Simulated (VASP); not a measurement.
A run of VASP 6.6.1 is set up as follows.

The input POSCAR:

```
NiO2
1.0
    0.0000000000      3.9175385118      3.9175385118
    3.9175385118      0.0000000000      3.9175385118
    3.9175385118      3.9175385118      0.0000000000
Ni O
4 8
Direct
    0.6250000000      0.6250000000      0.6250000000
    0.6250000000      0.6250000000      0.1250000000
    0.6250000000      0.1250000000      0.6250000000
    0.1250000000      0.6250000000      0.6250000000
    0.4154898304      0.8615033899      0.8615033899
    0.8615033899      0.8615033899      0.8615033899
    0.8345101696      0.3884966101      0.3884966101
    0.3884966101      0.3884966101      0.8345101696
    0.3884966101      0.3884966101      0.3884966101
    0.3884966101      0.8345101696      0.3884966101
    0.8615033899      0.8615033899      0.4154898304
    0.8615033899      0.4154898304      0.8615033899
```

File INCAR.step1:

```
  ALGO = Normal
  EDIFF = 1E-4
  ENCUT = 520
  GGA = PE
  ISMEAR = 0
  LASPH = True
  LCHARG = False
  LREAL = False
  LWAVE = True
  NBANDS = 56
  NELM = 100
  PREC = Accurate
  SIGMA = 0.05
```

The input INCAR.step2:

```
  ALGO = Normal
  EDIFF = 1E-6
  ENCUT = 520
  ISIF = 2
  ISMEAR = 0
  ISTART = 1
  LASPH = True
  LCHARG = False
  LMIXTAU = True
  LREAL = False
  LWAVE = False
  METAGGA = R2SCAN
  NBANDS = 56
  NELM = 100
  PREC = Accurate
  SIGMA = 0.05
```

The input KPOINTS:

```
k-points
0
Gamma
  6 6 6
```

Potentials or basis: VASP PAW PBE potentials, release 64 (Ni, O).

Run with:

```bash
$ cat potpaw_PBE.64/Ni/POTCAR potpaw_PBE.64/O/POTCAR > POTCAR
$ cp INCAR.step1 INCAR
$ mpirun -np 1 vasp_std > vasp.out
$ cp INCAR.step2 INCAR
$ mpirun -np 1 vasp_std > vasp.out
```

(1) Estimate the pressure.

(2) Predict the band gap on the k mesh.

(3) Estimate the largest force.

Answers

(1) 1.5 GPa.

(2) 1.56 eV, indirect (least direct gap 1.59 eV).

(3) 0.133 eV/Å.

Caveat: the PAW data sets were made with another functional, which shifts forces and pressure a little.
